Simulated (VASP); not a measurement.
**Si4F: single point with PBE**

Slab: Si4F, a slab with vacuum.

```
Si F
1.0
     3.86754    0.00000    0.00000
    -1.93377    3.34938    0.00000
     0.00000    0.00000   19.43730
Si F
4 1
Direct
  0.33333 0.66667 0.20579
  0.00000 0.00000 0.24641
  0.00000 0.00000 0.37487
  0.66667 0.33333 0.40835
  0.83333 0.66667 0.48057
```

| Quantity | Value |
| --- | --- |
| Program | VASP 6.6.1 |
| Task | single point |
| Functional | PBE |
| Potentials or basis | VASP PAW PBE potentials, release 64 (Si, F) |
| Cutoff | 520 eV |
| k mesh | 9 × 9 × 1 |
| Occupations | gaussian, width 0.05 eV |
| Spin | collinear spin, ferromagnetic start |
| Starting moments | [0.0, 0.0, 0.0, 0.0, 1.0] μB |
| Dipole correction | yes |
| Further INCAR settings | ALGO = Normal; EDIFF = 1e-06; NBANDS = 24 |

```yaml
Largest_force: 1.689 eV/Å
Net_moment: 0.86 μB per cell
Site_moments: Si +0.19, +0.01, +0.04, +0.03; F +0.02 μB
Valence_electrons_inside_the_program's_atomic_spheres: Si 1.64, 1.65, 1.67, 1.61; F 6.06
```

Forces in eV/Å, atoms in the order of the input:
```
Si   0.000  0.017  0.501
Si   0.000  0.255 -0.108
Si   0.000 -0.003 -1.092
Si   0.000  1.419  0.622
F    0.000 -1.687  0.077
```

Levels at points of the mesh, in eV from the Fermi level:
Spin up:
| k point | band 10 | band 11 | band 12 | band 13 | band 14 | band 15 |
| --- | --- | --- | --- | --- | --- | --- |
| (0.00, 0.00, 0.00) | -0.61 | -0.47 | 0.11 | 1.52 | 2.39 | 2.58 |
Spin down:
```
           k point  band 8  band 9  band 10  band 11  band 12  band 13  band 14  band 15
(0.00, 0.00, 0.00)   -1.31   -1.15    -0.43    -0.33     0.47     1.68     2.71     2.78
```

Run time: 11 min on 1 thread of Oxide Virtual Turin-like Processor, on a shared host, peak memory 0.55 GiB.
